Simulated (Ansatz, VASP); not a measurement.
**Two plane-wave programs on CdBr3**

```xyz
4
Lattice="4.3708 2.5235 1.7903 -4.3708 2.5235 1.7903 0.0000 -5.0470 1.7903" Properties=species:S:1:pos:R:3 pbc="T T T"
Cd    0.0000    0.0000    0.0000
Br   -2.1854   -1.2617    1.7903
Br    0.0000    2.5235    1.7903
Br    2.1854   -1.2617    1.7903
```

Change from the starting cell: species swapped into the EuBi3 type (R-3m, No. 166).

Alike in both runs: functional PBE; k mesh 12 × 12 × 12; occupations gaussian, width 0.1 eV; no spin polarisation.

Ansatz relaxed the structure, and its values are those at the end. VASP's run is a single point on that final structure, the one shown.

|  | VASP | Ansatz |
| --- | --- | --- |
| version | VASP 6.6.1 | Ansatz 0.2.0 |
| potentials or method | VASP PAW PBE potentials, release 64 (Cd, Br), cutoff 520 eV | scalar-relativistic, plane waves, PAW |
| valence electrons in the cell | 33 | 41 |

```csv
,VASP,Ansatz,Ansatz less VASP
gap on the k mesh at the Fermi level (eV),none,none,-
pressure (GPa),0.0,0.0,-0.05
```

A gap of «none» marks a metal or a gap that the smearing closes. VASP's potentials hold 33 valence electrons a cell and Ansatz's 41, so a difference there can come from the potentials and not from the codes.
